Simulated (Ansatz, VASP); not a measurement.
CsHgS: VASP beside Ansatz

```xyz
3
Lattice="5.3098 0.0000 0.0000 0.0000 5.3098 0.0000 0.0000 0.0000 5.0871" Properties=species:S:1:pos:R:3 pbc="T T T"
Cs    0.0000    0.0000    2.5435
Hg    2.6549    2.6549    2.5435
S     2.6549    2.6549    0.0000
```

Alike in both runs: task relaxation of cell and atoms; functional PBE; k mesh 10 × 10 × 10; occupations gaussian, width 0.1 eV; no spin polarisation.

|  | VASP | Ansatz |
| --- | --- | --- |
| version | VASP 6.6.1 | Ansatz 0.2.0 |
| potentials or method | VASP PAW PBE potentials, release 64 (Cs_sv, Hg, S), cutoff 600 eV | scalar-relativistic, plane waves, PAW |
| valence electrons in the cell | 27 | 35 |

```tsv
	VASP	Ansatz	Ansatz less VASP
gap on the k mesh at the Fermi level, each at its own relaxed structure (eV)	none	none	-
relaxed volume (Å³/atom)	47.91	47.63	-0.285
relaxed length of the cell vector where the two differ most in proportion (Å)	5.067	5.055	-0.0120
```

A gap of «none» marks a metal or a gap that the smearing closes. VASP's potentials hold 27 valence electrons a cell and Ansatz's 35, so a difference there can come from the potentials and not from the codes.

Neither program's run includes spin-orbit coupling.
